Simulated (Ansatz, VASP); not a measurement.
**One calculation of Mg6O5, two programs**

Contents of INCAR:

```
SYSTEM = Mg6O5
PREC = Accurate
ENCUT = 520
EDIFF = 1E-6
ISMEAR = 0
SIGMA = 0.05
LREAL = .FALSE.
LASPH = .TRUE.
NELM = 100
ALGO = Normal
ISIF = 2
LWAVE = .FALSE.
LCHARG = .FALSE.
GGA = PS
NBANDS = 32
```

KPOINTS

```
regular mesh
0
G
  4 4 4
  0 0 0
```

POSCAR

```
Mg6O5
1.0
    5.5908553621      0.0000000000      0.0000000000
    0.0000000000      5.5908553621      0.0000000000
    0.0000000000      0.0000000000      5.5908553621
Mg O
6 5
Direct
    0.2500000000      0.0000000000      0.5000000000
    0.0000000000      0.5000000000      0.2500000000
    0.5000000000      0.7500000000      0.0000000000
    0.7500000000      0.0000000000      0.5000000000
    0.0000000000      0.5000000000      0.7500000000
    0.5000000000      0.2500000000      0.0000000000
    0.5000000000      0.0000000000      0.2500000000
    0.0000000000      0.7500000000      0.5000000000
    1.0000000000      0.3747955447      0.0000000000
    0.5000000000      0.0000000000      0.7500000000
    0.0000000000      0.2500000000      0.5000000000
```

Input for Ansatz:

```yaml
crystal:
  lattice:
    - [5.5908553621, 0.0, 0.0]
    - [0.0, 5.5908553621, 0.0]
    - [0.0, 0.0, 5.5908553621]
  atoms:
    - { symbol: Mg, position: [0.25, 0.0, 0.5] }
    - { symbol: Mg, position: [0.0, 0.5, 0.25] }
    - { symbol: Mg, position: [0.5, 0.75, 0.0] }
    - { symbol: Mg, position: [0.75, 0.0, 0.5] }
    - { symbol: Mg, position: [0.0, 0.5, 0.75] }
    - { symbol: Mg, position: [0.5, 0.25, 0.0] }
    - { symbol: O, position: [0.5, 0.0, 0.25] }
    - { symbol: O, position: [0.0, 0.75, 0.5] }
    - { symbol: O, position: [1.0, 0.3747955447, 0.0] }
    - { symbol: O, position: [0.5, 0.0, 0.75] }
    - { symbol: O, position: [0.0, 0.25, 0.5] }
basis:
  ecutwfc: 420
kpoints:
  mp_grid: { grid: [4, 4, 4] }
hamiltonian:
  xc: pbesol
  pseudopotentials: { kind: paw, azcp: { folder: soft_1 } }
scf:
  occupations: { method: gaussian, width: 0.05 }
output:
  forces: true
  stress: true
  eigenvalues: true
  write_density: true
  write_potential: true
  elf: true
  volumetric_format: npy
```

Change from the starting cell: O vacancy; atom 9 moved 0.500 of the way to it and -0.700 Å across, host rigid.

Alike in both runs: task single point; functional PBEsol; k mesh 4 × 4 × 4; occupations gaussian, width 0.05 eV; no spin polarisation.

```csv
,VASP,Ansatz
version,VASP 6.6.1,Ansatz 0.2.0
potentials or method,"VASP PAW PBE potentials, release 64 (Mg, O), cutoff 520 eV","scalar-relativistic, plane waves, PAW"
valence electrons in the cell,42,90
```

|  | VASP | Ansatz | Ansatz less VASP |
| --- | --- | --- | --- |
| gap on the k mesh at the Fermi level (eV) | 0.43 | 0.43 | -0.004 |
| least direct gap on the mesh (eV) | 0.69 | 0.70 | +0.010 |
| pressure (GPa) | 10.3 | 9.9 | -0.42 |
| traceless stress, the component that is largest in VASP (GPa) | 15.76 | 14.91 | -0.843 |
| rms of the force components (eV/Å) | 2.884 | 2.724 | -0.1609 |

VASP's potentials were made for PBE, not for PBEsol, and Ansatz warns of the same on its side. Atom by atom the forces differ by 0.162 eV/Å (rms over components). The functional is the same, so the differences come from potentials, cutoffs and numerics. VASP's potentials hold 42 valence electrons a cell and Ansatz's 90, so a difference there can come from the potentials and not from the codes.
